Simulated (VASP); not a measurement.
# SnSe (Fm-3m) in VASP: further runs

SnSe is run at these levels: PBEsol; tasks: single point.

Program: VASP 6.6.1. These are calculated values, not measurements. Logs are shortened: lines on timing, memory, paths and dates and some standing lists are left out, and cuts for length are marked.

### Step 1. The cell of the first run

The structure is cubic, space group Fm-3m (No. 225). Conventional cell: a = 5.980 Å, b = 5.980 Å, c = 5.980 Å, α = 90.00°, β = 90.00°, γ = 90.00°. Within 3.9 Å of Sn (site symmetry m-3m) lie 6 Se at 2.99 Å. Within 3.9 Å of Se (site symmetry m-3m) lie 6 Sn at 2.99 Å.

### Step 2. Single point, PBEsol

INCAR

```
SYSTEM = SnSe
PREC     = Accurate       ! precision mode
ENCUT    = 520            ! plane-wave cutoff, eV
EDIFF    = 1E-7           ! SCF threshold, eV
ISMEAR   = 0              ! smearing method
SIGMA    = 0.01           ! smearing width, eV
LREAL    = .FALSE.        ! projectors in reciprocal space
LASPH    = .TRUE.         ! aspherical terms in the spheres
NELM     = 100            ! most SCF steps
ALGO     = Normal         ! electronic algorithm
ISIF     = 2              ! what is computed and relaxed
LWAVE    = .FALSE.        ! write WAVECAR
LCHARG   = .FALSE.        ! write CHGCAR
GGA      = PS             ! functional
NBANDS   = 17             ! bands
```

KPOINTS

```
Automatic mesh
0
G
  6 6 6
  0 0 0
```

POSCAR

```
SnSe
1.0
    0.0000000000      2.9897980490      2.9897980490
    2.9897980490      0.0000000000      2.9897980490
    2.9897980490      2.9897980490      0.0000000000
Sn Se
1 1
Direct
    0.0000000000      0.0000000000      0.0000000000
    0.5000000000      0.5000000000      0.5000000000
```

Potentials or basis: VASP PAW PBE potentials, release 64 (Sn_d, Se).

The run is started by

```console
$ cat potpaw_PBE.64/Sn_d/POTCAR potpaw_PBE.64/Se/POTCAR > POTCAR
$ mpirun -np 1 vasp_std > vasp.out
```

OUTCAR:

```text
SYSTEM = SnSe
   PREC = Accurate
   ENCUT = 520
   EDIFF = 1E-7
   ISMEAR = 0
   LREAL = .FALSE.
   LASPH = .TRUE.
   NELM = 100
   ISIF = 2
   GGA = PS

 ion  position               nearest neighbor table
   1  0.000  0.000  0.000-   2 2.99   2 2.99   2 2.99   2 2.99   2 2.99   2 2.99
   2  0.500  0.500  0.500-   1 2.99   1 2.99   1 2.99   1 2.99   1 2.99   1 2.99

  LATTYP: Found a face centered cubic cell.
 ALAT       =     5.9795960980

  Lattice vectors:

 A1 = (   0.0000000000,   2.9897980490,   2.9897980490)
 A2 = (   2.9897980490,   0.0000000000,   2.9897980490)
 A3 = (   2.9897980490,   2.9897980490,   0.0000000000)

Analysis of symmetry for initial positions (statically):
=====================================================================
 Subroutine PRICEL returns:
 Original cell was already a primitive cell.

 Routine SETGRP: Setting up the symmetry group for a
 face centered cubic supercell.

 Subroutine GETGRP returns: Found 48 space group operations
 (whereof 48 operations were pure point group operations)
 out of a pool of 48 trial point group operations.

The static configuration has the point symmetry O_h .

Analysis of symmetry for dynamics (positions and initial velocities):
=====================================================================
 Subroutine PRICEL returns:
 Original cell was already a primitive cell.

 Routine SETGRP: Setting up the symmetry group for a
 face centered cubic supercell.

 Subroutine GETGRP returns: Found 48 space group operations
 (whereof 48 operations were pure point group operations)
 out of a pool of 48 trial point group operations.

The dynamic configuration has the point symmetry O_h .

 Subroutine INISYM returns: Found 48 space group operations
 (whereof 48 operations are pure point group operations),
 and found     1 'primitive' translations

----------------------------------------------------------------------------------------

                                     Primitive cell

  volume of cell :      53.4510

  direct lattice vectors                    reciprocal lattice vectors
     0.000000000  2.989798049  2.989798049    -0.167235376  0.167235376  0.167235376
     2.989798049  0.000000000  2.989798049     0.167235376 -0.167235376  0.167235376
     2.989798049  2.989798049  0.000000000     0.167235376  0.167235376 -0.167235376

  length of vectors
     4.228212950  4.228212950  4.228212950     0.289660168  0.289660168  0.289660168

  position of ions in fractional coordinates (direct lattice)
     0.000000000  0.000000000  0.000000000
     0.500000000  0.500000000  0.500000000

  ion indices of the primitive-cell ions
[... 66 lines left out ...]
   EDIFF  = 0.1E-06   stopping-criterion for ELM
   LREAL  =      F    real-space projection
   EDIFFG = 0.1E-05   stopping-criterion for IOM
   NSW    =      0    number of steps for IOM
   IBRION =     -1    ionic relax: 0-MD 1-quasi-New 2-CG
   NFREE  =      0    steps in history (QN), initial steepest desc. (CG)
   ISIF   =      2    stress and relaxation
   ISYM   =      2    0-nonsym 1-usesym 2-fastsym
   POTIM  = 0.5000    time-step for ionic-motion
   TEBEG  =    0.0;   TEEND  =   0.0 temperature during run
   PSTRESS=    0.0 pullay stress
   NELECT =      20.0000    total number of electrons
   NUPDOWN=      -1.0000    fix difference up-down
   EMIN   =  10.00;   EMAX   =-10.00  energy-range for DOS
   EFERMI =   0.00;   METHOD = LEGACY
   ISMEAR =     0;   SIGMA  =   0.01  broadening in eV -4-tet -1-fermi 0-gaus
   EFERMI_NEDOS =   21; number of points for ismear=-14 and -15
   IALGO  =     38    algorithm
   IMIX   =      4    mixing-type and parameters
     AMIX     =   0.40;   BMIX     =  1.00
     AMIX_MAG =   1.60;   BMIX_MAG =  1.00
  volume/ion in A,a.u.               =      26.73       180.35
  Fermi-wavevector in a.u.,A,eV,Ry     =   1.179686  2.229283 18.934661  1.391658
  Thomas-Fermi vector in A             =   2.315992
   LORBIT       =      0    0 simple, 1 ext, 2 COOP (PROOUT), +10 PAW based schemes
   GGA     = PS    functional components
   LHFCALC =     F    Hartree Fock is set to
   AEXX    =    0.0000 exact exchange contribution
   IVDW    =     0    specifies the selected vdW correction
   LEPSILON=     F    determine dielectric tensor
   LRPA    =     F    only Hartree local field effects (RPA)
 non-spin polarized calculation
 Gauss-broadening in eV      SIGMA  =   0.01
  energy-cutoff  :      520.00
  volume of cell :       53.45
 maximum number of plane-waves:      1459
   NGX = 15   NGY = 15   NGZ = 15

 number of electron      20.0000008 magnetization

 Free energy of the ion-electron system (eV)
  ---------------------------------------------------
  ext. energy  EPLUGINS =         0.00000000
  ---------------------------------------------------
  free energy    TOTEN  =        -9.00437047 eV

  energy without entropy =       -9.00437047  energy(sigma->0) =       -9.00437047

 E-fermi :   5.6194     XC(G=0):  -9.8730

 val. band max:        5.5619633453   @ k =   0.5000   0.0000   0.0000
 cond. band min:       6.2973644278   @ k =   0.5000   0.0000   0.0000
 fundamental gap:      0.7354010825
 Fermi energy:         5.6193820682

 k-point     1 :       0.0000    0.0000    0.0000
  band No.  band energies     occupation
      1     -15.8229      2.00000
      2     -15.8229      2.00000
      3     -15.8222      2.00000
      4     -15.8222      2.00000
      5     -15.8222      2.00000
      6      -8.3652      2.00000
[... 297 lines left out ...]
      4     -15.8095      2.00000
      5     -15.8026      2.00000
      6      -7.0626      2.00000
[... 9 lines left out ...]
     16      16.9058      0.00000
     17      18.4220      0.00000

------------------------ aborting loop because EDIFF is reached ----------------------------------------

  FORCE on cell =-STRESS in cart. coord.  units (eV):
  Direction    XX          YY          ZZ          XY          YZ          ZX
  --------------------------------------------------------------------------------------
  -------------------------------------------------------------------------------------
  Total       -0.4203888     -0.4203888     -0.4203888      0.0000000      0.0000000      0.0000000
  in kB      -12.6010343    -12.6010343    -12.6010343      0.0000000      0.0000000      0.0000000
  external PRESSURE =     -12.6010343 kB  Pullay stress =       0.0000000 kB

 VOLUME and BASIS-vectors are now :
 -----------------------------------------------------------------------------
  energy-cutoff  :      520.00
  volume of cell :       53.45
      direct lattice vectors                 reciprocal lattice vectors
     0.000000000  2.989798049  2.989798049    -0.167235376  0.167235376  0.167235376
     2.989798049  0.000000000  2.989798049     0.167235376 -0.167235376  0.167235376
     2.989798049  2.989798049  0.000000000     0.167235376  0.167235376 -0.167235376

 POSITION                                       TOTAL-FORCE (eV/Angst)
 -----------------------------------------------------------------------------------
      0.00000      0.00000      0.00000        -0.000000     -0.000000     -0.000000
      2.98980      2.98980      2.98980         0.000000      0.000000      0.000000
 -----------------------------------------------------------------------------------
    total drift:                                0.000000     -0.000000     -0.000000

  FREE ENERGIE OF THE ION-ELECTRON SYSTEM (eV)
  ---------------------------------------------------
  free  energy   TOTEN  =        -9.0043704739 eV

  energy  without entropy=       -9.0043704739  energy(sigma->0) =       -9.00437047
```

stdout:

```text
POSCAR found type information on POSCAR SnSe
 POSCAR found :  2 types and       2 ions
 scaLAPACK will be used
 -----------------------------------------------------------------------------
|                                                                             |
|                                                                             |
|     You enforced a specific xc type in the INCAR file but a different       |
|     I HOPE YOU KNOW WHAT YOU ARE DOING!                                     |
|                                                                             |
 -----------------------------------------------------------------------------

 LDA part: xc-table for (Slater+PW92), standard interpolation
 POSCAR, INCAR and KPOINTS ok, starting setup
 FFT: planning ... GRIDC
 FFT: planning ... GRID_SOFT
 FFT: planning ... GRID
 WAVECAR not read
 entering main loop
```

Run time: 12 s. Hardware: 1 thread of Intel Xeon 8259CL, shared host; peak memory 0.18 GiB.

What came out:

```
Free energy            : -9.0044 eV
Pressure               : -1.3 GPa
Band gap on the k mesh : 0.74 eV, direct
```

Caveat: the PAW data sets were made with another functional, which shifts forces and pressure a little; spin-orbit coupling is left out, which moves the levels of the heavy elements.

### Step 3. Single point, PBEsol

This run uses another cell than the first one, of 27.82 Å³/atom, 1.041 times its volume.

INCAR

```
PREC     = Accurate       # precision mode
ENCUT    = 520            # plane-wave cutoff, eV
EDIFF    = 1E-6           # SCF threshold, eV
ISMEAR   = 0              # smearing method
SIGMA    = 0.01           # smearing width, eV
LREAL    = False          # projectors in reciprocal space
LASPH    = True           # aspherical terms in the spheres
NELM     = 80             # most SCF steps
ALGO     = Normal         # electronic algorithm
ISIF     = 2              # what is computed and relaxed
LWAVE    = False          # write WAVECAR
LCHARG   = False          # write CHGCAR
GGA      = PS             # functional
NBANDS   = 17             # bands
```

KPOINTS

```
regular mesh
0
Gamma
  6 6 6
```

POSCAR

```
SnSe
1.0
    0.0000000000      3.0299343558      3.0299343558
    3.0299343558      0.0000000000      3.0299343558
    3.0299343558      3.0299343558      0.0000000000
Sn Se
1 1
Direct
    0.0000000000      0.0000000000      0.0000000000
    0.5000000000      0.5000000000      0.5000000000
```

Potentials or basis: VASP PAW PBE potentials, release 64 (Sn_d, Se).

The run is started by

```console
$ cat potpaw_PBE.64/Sn_d/POTCAR potpaw_PBE.64/Se/POTCAR > POTCAR
$ mpirun -np 1 vasp_std > vasp.out
```

Wall time 12 s (1 thread of Intel Xeon 8259CL, shared host); peak memory 0.18 GiB.

Results (log left out):

```yaml
Free_energy: -8.9746 eV
Pressure: -3.1 GPa
Band_gap_on_the_k_mesh: 0.56 eV, direct
```

Levels at points of the mesh, in eV from the valence-band top:
```tsv
k point	band 8	band 9	band 10	band 11	band 12	band 13
(0.00, 0.00, 0.00)	-2.06	-2.06	-2.06	4.28	4.28	4.28
(0.50, 0.00, 0.00)	-1.82	-1.82	0.00	0.56	1.30	1.30
(0.50, 0.50, 0.00)	-5.30	-3.49	-3.49	3.06	5.28	5.28
```

Caveat: the PAW data sets were made with another functional, which shifts forces and pressure a little; spin-orbit coupling is left out, which moves the levels of the heavy elements. A k mesh can miss the band edges.
